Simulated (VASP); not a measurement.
# PbO2 (P4_2/mnm) in VASP: a series of runs, part 2 of 2

VASP 6.6.1. The steps go on from the part before.

## Step 4: Relaxation of shape and atoms at fixed volume, PBEsol (volume scaled by 0.94)

File INCAR:

```
ALGO = Normal ; EDIFF = 1E-7
EDIFFG = -0.01 ; ENCUT = 600
GGA = PS ; IBRION = 2
ISIF = 4 ; ISMEAR = 0
LASPH = True ; LCHARG = False
LREAL = False ; LWAVE = False
NELM = 100 ; NSW = 50
PREC = Accurate ; SIGMA = 0.1
```

File KPOINTS:

```
k-points
0
Gamma
  8 8 10
```

File POSCAR:

```
PbO2
1.0
    4.8760172607      0.0000000000      0.0000000000
    0.0000000000      4.8760172607      0.0000000000
    0.0000000000      0.0000000000      3.3683298664
Pb O
2 4
Direct
    0.0000000000      0.0000000000      0.0000000000
    0.5000000000      0.5000000000      0.5000000000
    0.3072071744      0.3072071744      0.0000000000
    0.1927928256      0.8072071744      0.5000000000
    0.6927928256      0.6927928256      0.0000000000
    0.8072071744      0.1927928256      0.5000000000
```

Potentials or basis: VASP PAW PBE potentials, release 64 (Pb_d, O).

The run is started by

```bash
$ cat potpaw_PBE.64/Pb_d/POTCAR potpaw_PBE.64/O/POTCAR > POTCAR
$ mpirun -np 1 vasp_std > vasp.out
```

OUTCAR:

```text
EDIFF = 1E-7
   EDIFFG = -0.01
   ENCUT = 600
   GGA = PS
   IBRION = 2
   ISIF = 4
   ISMEAR = 0
   LASPH = True
   LREAL = False
   NELM = 100
   NSW = 50
   PREC = Accurate

 ion  position               nearest neighbor table
   1  0.000  0.000  0.000-   3 2.12   5 2.12   4 2.15   6 2.15   4 2.15   6 2.15   2 3.84   2 3.84
                             2 3.84   2 3.84   2 3.84   2 3.84   2 3.84   2 3.84
   2  0.500  0.500  0.500-   4 2.12   6 2.12   5 2.15   3 2.15   3 2.15   5 2.15   1 3.84   1 3.84
                             1 3.84   1 3.84   1 3.84   1 3.84   1 3.84   1 3.84
   3  0.307  0.307  0.000-   1 2.12   2 2.15   2 2.15
   4  0.193  0.807  0.500-   2 2.12   1 2.15   1 2.15
   5  0.693  0.693  0.000-   1 2.12   2 2.15   2 2.15
   6  0.807  0.193  0.500-   2 2.12   1 2.15   1 2.15

  LATTYP: Found a simple tetragonal cell.
 ALAT       =     4.8760172607
 C/A-ratio  =     0.6907953123

  Lattice vectors:

 A1 = (   4.8760172607,   0.0000000000,   0.0000000000)
 A2 = (   0.0000000000,   4.8760172607,   0.0000000000)
 A3 = (   0.0000000000,   0.0000000000,   3.3683298664)

Analysis of symmetry for initial positions (statically):
=====================================================================
 Subroutine PRICEL returns:
 Original cell was already a primitive cell.

 Routine SETGRP: Setting up the symmetry group for a
 simple tetragonal supercell.

 Subroutine GETGRP returns: Found 16 space group operations
 (whereof  8 operations were pure point group operations)
 out of a pool of 16 trial point group operations.

The static configuration has the point symmetry D_2h.
 The point group associated with its full space group is D_4h.

Analysis of symmetry for dynamics (positions and initial velocities):
=====================================================================
 Subroutine PRICEL returns:
 Original cell was already a primitive cell.

 Routine SETGRP: Setting up the symmetry group for a
 simple tetragonal supercell.

 Subroutine GETGRP returns: Found 16 space group operations
[... 136 lines left out ...]
   LORBIT       =      0    0 simple, 1 ext, 2 COOP (PROOUT), +10 PAW based schemes
   GGA     = PS    functional components
   LHFCALC =     F    Hartree Fock is set to
   AEXX    =    0.0000 exact exchange contribution
   IVDW    =     0    specifies the selected vdW correction
   LEPSILON=     F    determine dielectric tensor
   LRPA    =     F    only Hartree local field effects (RPA)
 conjugate gradient relaxation of ions
 non-spin polarized calculation
 Gauss-broadening in eV      SIGMA  =   0.10
  energy-cutoff  :      600.00
  volume of cell :       80.08
 maximum number of plane-waves:      2704
 NGX is ok and might be reduce to    40
   NGX = 19   NGY = 19   NGZ = 13

--------------------------------------- Ionic step        1  -------------------------------------------

 number of electron      52.0000012 magnetization

 Free energy of the ion-electron system (eV)
  ---------------------------------------------------
  ext. energy  EPLUGINS =         0.00000000
  ---------------------------------------------------
  free energy    TOTEN  =       -33.91755345 eV

  energy without entropy =      -33.91606182  energy(sigma->0) =      -33.91680764

------------------------ aborting loop because EDIFF is reached ----------------------------------------

  FORCE on cell =-STRESS in cart. coord.  units (eV):
  Direction    XX          YY          ZZ          XY          YZ          ZX
  --------------------------------------------------------------------------------------
  -------------------------------------------------------------------------------------
  Total        4.6580921      4.6580921      5.5355273     -0.0000000      0.0000000      0.0000000
  in kB       93.1909134     93.1909134    110.7450933     -0.0000000      0.0000000      0.0000000
  external PRESSURE =      99.0423067 kB  Pullay stress =       0.0000000 kB
[... 147 lines left out ...]
--------------------------------------- Ionic step        5  -------------------------------------------

 number of electron      52.0000005 magnetization

 Free energy of the ion-electron system (eV)
  ---------------------------------------------------
  ext. energy  EPLUGINS =         0.00000000
  ---------------------------------------------------
  free energy    TOTEN  =       -33.92176956 eV

  energy without entropy =      -33.92007572  energy(sigma->0) =      -33.92092264

 E-fermi :   4.7569     XC(G=0): -11.2107

 val. band max:        4.7354638802   @ k =   0.1250   0.0000   0.0000
 cond. band min:       4.7870861014   @ k =   0.0000   0.0000   0.0000
 fundamental gap:      0.0516222211
 Fermi energy:         4.7568849660

 k-point     1 :       0.0000    0.0000    0.0000
  band No.  band energies     occupation
      1     -13.8653      2.00000
      2     -13.6591      2.00000
      3     -11.8444      2.00000
      4     -11.8444      2.00000
      5     -10.8340      2.00000
      6     -10.5666      2.00000
[... 805 lines left out ...]
     30      11.5741      0.00000
     31      14.7057      0.00000

 [... further k-points ...]
[... 5 lines left out ...]
  --------------------------------------------------------------------------------------
  -------------------------------------------------------------------------------------
  Total        4.7076100      4.7076100      4.7207469     -0.0000000      0.0000000      0.0000000
  in kB       94.1815810     94.1815810     94.4444010     -0.0000000      0.0000000      0.0000000
  external PRESSURE =      94.2691877 kB  Pullay stress =       0.0000000 kB
[... 21 lines left out ...]
  FREE ENERGIE OF THE ION-ELECTRON SYSTEM (eV)
  ---------------------------------------------------
  free  energy   TOTEN  =       -33.9217695643 eV

  energy  without entropy=      -33.9200757151  energy(sigma->0) =      -33.92092264

 reached required accuracy - stopping structural energy minimisation
```

It took 17 min on 1 thread of Intel Xeon 8259CL, shared host; peak memory 0.37 GiB.

Results:

```yaml
Free_energy: -33.9218 eV
Energy_gained_by_relaxing: 0.7 meV/atom
Ionic_steps: 5
Pressure_after_relaxing: 9.4 GPa
```

Forces in eV/Å, atoms in the order of the input:
```
Pb   0.000  0.000  0.000
Pb   0.000  0.000  0.000
O   -0.002 -0.002  0.000
O    0.002 -0.002  0.000
O    0.002  0.002  0.000
O   -0.002  0.002  0.000
```

The path:
| step | energy change (eV) | largest force (eV/Å) | pressure (GPa) | volume (Å³) |
| --- | --- | --- | --- | --- |
| 1 | 0.0000 | 0.0741 | 9.90 | 80.08 |
| 2 | -0.0033 | 0.0194 | 9.61 | 80.08 |
| 3 | -0.0035 | 0.0541 | 9.51 | 80.08 |
| 4 | -0.0041 | 0.0212 | 9.46 | 80.08 |
| 5 | -0.0042 | 0.0026 | 9.43 | 80.08 |

Final structure:
```
Pb O
1.0
     4.85336    0.00000    0.00000
     0.00000    4.85336    0.00000
     0.00000    0.00000    3.39986
Pb O
2 4
Direct
  0.00000 0.00000 0.00000
  0.50000 0.50000 0.50000
  0.30707 0.30707 0.00000
  0.19293 0.80707 0.50000
  0.69293 0.69293 0.00000
  0.80707 0.19293 0.50000
```

Levels at points of the mesh, in eV from the Fermi level:
```
           k point  band 22  band 23  band 24  band 25  band 26  band 27  band 28  band 29  band 30  band 31
(0.00, 0.00, 0.00)    -0.68    -0.68    -0.64    -0.62    -0.62     0.03     4.54     5.80     5.80     9.70
(0.50, 0.00, 0.00)    -1.44    -0.69    -0.69    -0.43    -0.43     2.83     2.83     6.43     6.43    10.27
(0.50, 0.50, 0.00)    -1.80    -0.69    -0.69    -0.52    -0.52     3.20     3.20     6.87     6.87    10.57
(0.00, 0.00, 0.50)    -2.13    -1.29    -1.29    -0.90    -0.90     4.15     4.15     9.14     9.14     9.63
(0.50, 0.00, 0.50)    -1.19    -0.90    -0.90    -0.10    -0.10     4.53     4.53     7.64     7.64    10.07
(0.50, 0.50, 0.50)    -1.75    -0.76    -0.76    -0.59    -0.59     3.14     3.14     8.41     8.41     9.94
```

Caveat: the cell differs from its parent crystal (volume scaled by 0.94); the PAW data sets were made with another functional, which shifts forces and pressure a little; spin-orbit coupling is left out, which moves the levels of the heavy elements.

## Step 5: Overview

```tsv
task	cell	k mesh	cutoff (eV)	pressure (GPa)
single point	a = 4.958, b = 4.958, c = 3.388 Å, 6 atoms	4 × 4 × 6	520	3.6
relaxation of shape and atoms at fixed volume	relaxed from a = 4.804, b = 4.804, c = 3.360 Å, 6 atoms	8 × 8 × 10	600	15.5
relaxation of shape and atoms at fixed volume	relaxed from a = 4.876, b = 4.876, c = 3.368 Å, 6 atoms	8 × 8 × 10	600	9.4
```

Alike in all rows: level PBEsol; potentials or basis VASP PAW PBE potentials, release 64 (Pb_d, O); no spin polarisation; smearing gaussian 0.1 eV.

Caveats: the PAW data sets were made with another functional, which shifts forces and pressure a little; spin-orbit coupling is left out, which moves the levels of the heavy elements.

Absolute energies hang on the potentials; compare differences alone.
